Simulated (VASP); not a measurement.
# CdSe in VASP: further runs, part 3 of 3

VASP 6.6.1. The steps go on from the part before.

### 6 Relaxation of cell and atoms, r2SCAN

POSCAR reads:

```
CdSe
1.0
    3.0702711986      3.0702711986      0.0000000000
   -3.0702711986      3.0702711986      0.0000000000
    0.0000000000      3.0702711986      3.0702711986
Cd Se
1 1
Direct
    0.0000000000      0.0000000000      0.0000000000
    0.7500000000      0.2500000000      0.5000000000
```

INCAR.step1 reads:

```
SYSTEM = CdSe
PREC     = Accurate       ! precision mode
ENCUT    = 600            ! plane-wave cutoff, eV
ISMEAR   = -1             ! smearing method
SIGMA    = 0.05           ! smearing width, eV
LREAL    = .FALSE.        ! projectors in reciprocal space
LASPH    = .TRUE.         ! aspherical terms in the spheres
NELM     = 60             ! most SCF steps
GGA      = PE             ! functional
ALGO     = Normal         ! electronic algorithm
EDIFF    = 1E-4           ! SCF threshold, eV
LWAVE    = .TRUE.         ! write WAVECAR
LCHARG   = .FALSE.        ! write CHGCAR
```

INCAR.step2 reads:

```
SYSTEM = CdSe
PREC     = Accurate       ! precision mode
ENCUT    = 600            ! plane-wave cutoff, eV
EDIFF    = 1E-7           ! SCF threshold, eV
ISMEAR   = -1             ! smearing method
SIGMA    = 0.05           ! smearing width, eV
LREAL    = .FALSE.        ! projectors in reciprocal space
LASPH    = .TRUE.         ! aspherical terms in the spheres
NELM     = 60             ! most SCF steps
ALGO     = Normal         ! electronic algorithm
ISIF     = 3              ! what is computed and relaxed
LWAVE    = .FALSE.        ! write WAVECAR
LCHARG   = .FALSE.        ! write CHGCAR
METAGGA  = R2SCAN         ! meta-GGA
LMIXTAU  = .TRUE.       
IBRION   = 2              ! ionic algorithm
NSW      = 100            ! ionic steps
EDIFFG   = -0.002         ! ionic threshold
ISTART   = 1
```

KPOINTS reads:

```
Automatic mesh
0
G
  10 10 10
  0 0 0
```

Potentials or basis: VASP PAW PBE potentials, release 64 (Cd, Se).

The run is started by

```sh
> cat potpaw_PBE.64/Cd/POTCAR potpaw_PBE.64/Se/POTCAR > POTCAR
> cp INCAR.step1 INCAR
> mpirun -np 1 vasp_std > vasp.out
> cp INCAR.step2 INCAR
> mpirun -np 1 vasp_std > vasp.out
```

OUTCAR:

```text
SYSTEM = CdSe
   PREC = Accurate
   ENCUT = 600
   EDIFF = 1E-7
   ISMEAR = -1
   LREAL = .FALSE.
   LASPH = .TRUE.
   NELM = 60
   ISIF = 3
   METAGGA = R2SCAN
   IBRION = 2
   NSW = 100
   EDIFFG = -0.002
   ISTART = 1

 ion  position               nearest neighbor table
   1  0.000  0.000  0.000-   2 2.66   2 2.66   2 2.66   2 2.66
   2  0.750  0.250  0.500-   1 2.66   1 2.66   1 2.66   1 2.66

  LATTYP: Found a face centered cubic cell.
 ALAT       =     6.1405423972

  Lattice vectors:

 A1 = (   0.0000000000,   3.0702711986,   3.0702711986)
 A2 = (   3.0702711986,   0.0000000000,   3.0702711986)
 A3 = (   3.0702711986,   3.0702711986,   0.0000000000)

Analysis of symmetry for initial positions (statically):
=====================================================================
 Subroutine PRICEL returns:
 Original cell was already a primitive cell.

 Routine SETGRP: Setting up the symmetry group for a
 face centered cubic supercell.

 Subroutine GETGRP returns: Found 24 space group operations
 (whereof 24 operations were pure point group operations)
 out of a pool of 48 trial point group operations.

The static configuration has the point symmetry T_d .

Analysis of symmetry for dynamics (positions and initial velocities):
=====================================================================
 Subroutine PRICEL returns:
 Original cell was already a primitive cell.

 Routine SETGRP: Setting up the symmetry group for a
 face centered cubic supercell.

 Subroutine GETGRP returns: Found 24 space group operations
 (whereof 24 operations were pure point group operations)
 out of a pool of 48 trial point group operations.

The dynamic configuration has the point symmetry T_d .

 Subroutine INISYM returns: Found 24 space group operations
 (whereof 24 operations are pure point group operations),
 and found     1 'primitive' translations

[... 169 lines left out ...]

  FREE ENERGIE OF THE ION-ELECTRON SYSTEM (eV)
  ---------------------------------------------------
  free  energy   TOTEN  =       -35.9167798086 eV

  energy  without entropy=      -35.9167795632  energy(sigma->0) =      -35.91677969

--------------------------------------- Ionic step        2  -------------------------------------------

 number of electron      17.9999997 magnetization

 Free energy of the ion-electron system (eV)
  ---------------------------------------------------
  ext. energy  EPLUGINS =         0.00000000
  ---------------------------------------------------
  free energy    TOTEN  =       -35.91677978 eV

  energy without entropy =      -35.91677954  energy(sigma->0) =      -35.91677966

 E-fermi :   0.9796     XC(G=0):  -9.2901

 val. band max:        0.4165416772   @ k =   0.0000   0.0000   0.0000
 cond. band min:       1.4379833948   @ k =   0.0000   0.0000   0.0000
 fundamental gap:      1.0214417177
 Fermi energy:         0.9796069485

 k-point     1 :       0.0000    0.0000    0.0000
  band No.  band energies     occupation
      1     -12.4398      2.00000
      2      -7.6578      2.00000
      3      -7.6578      2.00000
      4      -7.6578      2.00000
      5      -7.2883      2.00000
      6      -7.2883      2.00000
      7       0.4165      1.99997
      8       0.4165      1.99997
      9       0.4165      1.99997
     10       1.4380      0.00021
     11       6.8890      0.00000
     12       6.8890      0.00000
     13       6.8890      0.00000
[... 354 lines left out ...]
  band No.  band energies     occupation
      1     -11.9991      2.00000
      2      -7.5081      2.00000
      3      -7.4674      2.00000
      4      -7.3326      2.00000
      5      -7.2668      2.00000
      6      -6.8775      2.00000
      7      -3.4703      2.00000
      8      -1.9615      2.00000
      9      -0.8905      2.00000
     10       4.6171      0.00000
     11       6.2065      0.00000
     12       8.5023      0.00000
     13       9.0319      0.00000

 [... further k-points ...]

------------------------ aborting loop because EDIFF is reached ----------------------------------------

  FORCE on cell =-STRESS in cart. coord.  units (eV):
  Direction    XX          YY          ZZ          XY          YZ          ZX
  --------------------------------------------------------------------------------------
  -------------------------------------------------------------------------------------
  Total       -0.0013581     -0.0013581     -0.0013581     -0.0000000     -0.0000000     -0.0000000
  in kB       -0.0375802     -0.0375802     -0.0375802     -0.0000000     -0.0000000     -0.0000000
  external PRESSURE =      -0.0375802 kB  Pullay stress =       0.0000000 kB

 VOLUME and BASIS-vectors are now :
 -----------------------------------------------------------------------------
  energy-cutoff  :      600.00
  volume of cell :       57.90
      direct lattice vectors                 reciprocal lattice vectors
     3.070580873  3.070580873  0.000000000     0.162835639  0.162835639 -0.162835639
    -3.070580873  3.070580873 -0.000000000    -0.162835639  0.162835639 -0.162835639
     0.000000000  3.070580873  3.070580873    -0.000000000  0.000000000  0.325671279

 POSITION                                       TOTAL-FORCE (eV/Angst)
 -----------------------------------------------------------------------------------
     -0.00000      0.00000     -0.00000         0.000000     -0.000000     -0.000000
      1.53529      4.60587      1.53529        -0.000000      0.000000      0.000000
 -----------------------------------------------------------------------------------
    total drift:                                0.000001      0.000000     -0.000000

  FREE ENERGIE OF THE ION-ELECTRON SYSTEM (eV)
  ---------------------------------------------------
  free  energy   TOTEN  =       -35.9167797838 eV

  energy  without entropy=      -35.9167795369  energy(sigma->0) =      -35.91677966

 reached required accuracy - stopping structural energy minimisation
```

OSZICAR.step1:

```text
N       E                     dE             d eps       ncg     rms          rms(c)
DAV:   1     0.119390534003E+03    0.11939E+03   -0.96582E+03  1230   0.139E+03
DAV:   2    -0.495980420549E+00   -0.11989E+03   -0.11465E+03  1422   0.305E+02
DAV:   3    -0.583821689678E+01   -0.53422E+01   -0.53268E+01  1417   0.666E+01
DAV:   4    -0.586970772183E+01   -0.31491E-01   -0.31487E-01  1327   0.511E+00
DAV:   5    -0.586990643590E+01   -0.19871E-03   -0.19871E-03  1432   0.368E-01    0.585E+00
DAV:   6    -0.551039470188E+01    0.35951E+00   -0.67860E-01  1609   0.107E+01    0.465E+00
DAV:   7    -0.548972458660E+01    0.20670E-01   -0.16060E-01  1342   0.305E+00    0.205E+00
DAV:   8    -0.549053934394E+01   -0.81476E-03   -0.14409E-02  1277   0.179E+00    0.238E-01
DAV:   9    -0.549068050077E+01   -0.14116E-03   -0.20657E-03  1397   0.681E-01    0.477E-02
DAV:  10    -0.549074385128E+01   -0.63351E-04   -0.23534E-04  1073   0.232E-01
   1 F= -.54907439E+01 E0= -.54907354E+01  d E =-.168186E-04
```

Wall time 5.4 min (1 thread of Intel Xeon 8259CL, shared host); peak memory 0.26 GiB.

Results:

```yaml
Free_energy: -35.9168 eV
Relaxed_volume: 28.95 Å³/atom
Relaxed_cell: a = 4.342 Å, b = 4.342 Å, c = 4.342 Å, α = 60.00°, β = 60.00°, γ = 90.00°
Space_group_after_relaxing_to_0.1_Å: F-43m (No. 216)
Ionic_steps: 2
Pressure_after_relaxing: 0.0 GPa
Band_gap_on_the_k_mesh: 1.02 eV
```

Final structure:
```
Cd Se
1.0
     3.07058    3.07058    0.00000
    -3.07058    3.07058    0.00000
     0.00000    3.07058    3.07058
Cd Se
1 1
Direct
  0.00000 0.00000 0.00000
  0.75000 0.25000 0.50000
```

Caveat: the PAW data sets were made with another functional, which shifts forces and pressure a little.

### 7 Overview

| task | cell | k mesh | cutoff (eV) | smearing | gap on the mesh (eV) | pressure (GPa) |
| --- | --- | --- | --- | --- | --- | --- |
| single point | a = 4.380, b = 4.380, c = 4.328 Å, angles 59.6, 59.6, 90.0°, 2 atoms | 6 × 6 × 6 | 520 | gaussian 0.01 eV | 0.97 | 0.0 |
| single point | a = 4.359, b = 4.359, c = 4.341 Å, angles 59.9, 59.9, 90.0°, 2 atoms | 6 × 6 × 6 | 520 | gaussian 0.01 eV | 1.00 | -0.1 |
| single point | a = 4.380, b = 4.380, c = 4.346 Å, angles 59.7, 59.7, 90.0°, 2 atoms | 6 × 6 × 6 | 520 | gaussian 0.01 eV | 0.96 | -0.5 |
| single point | a = 4.337 Å, angles 60.0, 60.0, 90.0°, 2 atoms | 10 × 10 × 10 | 520 | fermi-dirac 0.05 eV | 1.03 | 0.2 |
| relaxation of cell and atoms | relaxed from a = 4.342 Å, angles 60.0, 60.0, 90.0°, 2 atoms | 10 × 10 × 10 | 600 | fermi-dirac 0.05 eV | 1.02 | 0.0 |

Alike in all rows: level r2SCAN; potentials or basis VASP PAW PBE potentials, release 64 (Cd, Se); no spin polarisation.

Caveats: the PAW data sets were made with another functional, which shifts forces and pressure a little.

Absolute energies hang on the potentials; compare differences alone.
